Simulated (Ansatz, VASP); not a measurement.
# Ba3SrTi4O12 in VASP and in Ansatz

Contents of INCAR:

```
SYSTEM = Ba3SrTi4O12
PREC     = Accurate       ! precision mode
ENCUT    = 520            ! plane-wave cutoff, eV
EDIFF    = 1E-6           ! SCF threshold, eV
ISMEAR   = 0              ! smearing method
SIGMA    = 0.1            ! smearing width, eV
LREAL    = Auto         
LASPH    = .TRUE.         ! aspherical terms in the spheres
NELM     = 60             ! most SCF steps
ALGO     = Normal         ! electronic algorithm
ISIF     = 2              ! what is computed and relaxed
LWAVE    = .FALSE.        ! write WAVECAR
LCHARG   = .FALSE.        ! write CHGCAR
GGA      = PS             ! functional
NBANDS   = 96             ! bands
```

KPOINTS

```
Automatic mesh
0
G
  4 4 4
  0 0 0
```

POSCAR

```
Ba3SrTi4O12
1.0
    3.9479720400      3.9479720400     -3.9659362100
   -3.9479720400      3.9479720400      3.9659362100
    3.9479720400     -3.9479720400      3.9659362100
Sr Ba Ti O
1 3 4 12
Direct
    0.0000000000      0.0000000000      0.0000000000
    0.0000000000      0.5000000000      0.5000000000
    0.5000000000      0.5000000000      0.0000000000
    0.5000000000      0.0000000000      0.5000000000
    0.5000000000      0.4950000000      0.4950000000
    0.5000000000      0.9950000000      0.9950000000
    0.0000000000      0.9950000000      0.4950000000
    0.0000000000      0.4950000000      0.9950000000
    0.5000000000      0.2595000000      0.2595000000
    0.5000000000      0.7595000000      0.7595000000
    0.0000000000      0.7595000000      0.2595000000
    0.0000000000      0.2595000000      0.7595000000
    0.2500000000      0.2585000000      0.5085000000
    0.2500000000      0.7585000000      0.0085000000
    0.7500000000      0.7585000000      0.5085000000
    0.7500000000      0.2585000000      0.0085000000
    0.2500000000      0.5085000000      0.2585000000
    0.2500000000      0.0085000000      0.7585000000
    0.7500000000      0.0085000000      0.2585000000
    0.7500000000      0.5085000000      0.7585000000
```

Input for Ansatz:

```yaml
crystal:
  lattice:
    - [3.94797204, 3.94797204, -3.96593621]
    - [-3.94797204, 3.94797204, 3.96593621]
    - [3.94797204, -3.94797204, 3.96593621]
  atoms:
    - { symbol: Sr, position: [0.0, 0.0, 0.0] }
    - { symbol: Ba, position: [0.0, 0.5, 0.5] }
    - { symbol: Ba, position: [0.5, 0.5, 0.0] }
    - { symbol: Ba, position: [0.5, 0.0, 0.5] }
    - { symbol: Ti, position: [0.5, 0.495, 0.495] }
    - { symbol: Ti, position: [0.5, 0.995, 0.995] }
    - { symbol: Ti, position: [0.0, 0.995, 0.495] }
    - { symbol: Ti, position: [0.0, 0.495, 0.995] }
    - { symbol: O, position: [0.5, 0.2595, 0.2595] }
    - { symbol: O, position: [0.5, 0.7595, 0.7595] }
    - { symbol: O, position: [0.0, 0.7595, 0.2595] }
    - { symbol: O, position: [0.0, 0.2595, 0.7595] }
    - { symbol: O, position: [0.25, 0.2585, 0.5085] }
    - { symbol: O, position: [0.25, 0.7585, 0.0085] }
    - { symbol: O, position: [0.75, 0.7585, 0.5085] }
    - { symbol: O, position: [0.75, 0.2585, 0.0085] }
    - { symbol: O, position: [0.25, 0.5085, 0.2585] }
    - { symbol: O, position: [0.25, 0.0085, 0.7585] }
    - { symbol: O, position: [0.75, 0.0085, 0.2585] }
    - { symbol: O, position: [0.75, 0.5085, 0.7585] }
basis:
  ecutwfc: 420
kpoints:
  mp_grid: { grid: [4, 4, 4] }
hamiltonian:
  xc: pbesol
scf:
  occupations: { method: gaussian, width: 0.1 }
output:
  forces: true
  stress: true
  eigenvalues: true
```

Alike in both runs: task single point; functional PBEsol; k mesh 4 × 4 × 4; occupations gaussian, width 0.1 eV; no spin polarisation.

|  | VASP | Ansatz |
| --- | --- | --- |
| version | VASP 6.6.1 | Ansatz 0.2.0 |
| potentials or method | VASP PAW PBE potentials, release 64 (Sr_sv, Ba_sv, Ti_sv, O), cutoff 520 eV | scalar-relativistic, plane waves, PAW |
| valence electrons in the cell | 160 | 160 |

|  | VASP | Ansatz | Ansatz less VASP |
| --- | --- | --- | --- |
| gap on the k mesh at the Fermi level (eV) | 1.79 | 1.85 | +0.062 |
| least direct gap on the mesh (eV) | 1.88 | 1.91 | +0.027 |
| pressure (GPa) | 2.1 | 0.5 | -1.61 |
| traceless stress, the component that is largest in VASP (GPa) | 0.75 | 0.71 | -0.041 |
| rms of the force components (eV/Å) | 0.130 | 0.114 | -0.0161 |

VASP's potentials were made for PBE, not for PBEsol. Atom by atom the forces differ by 0.022 eV/Å (rms over components).

Spin-orbit coupling is off throughout.
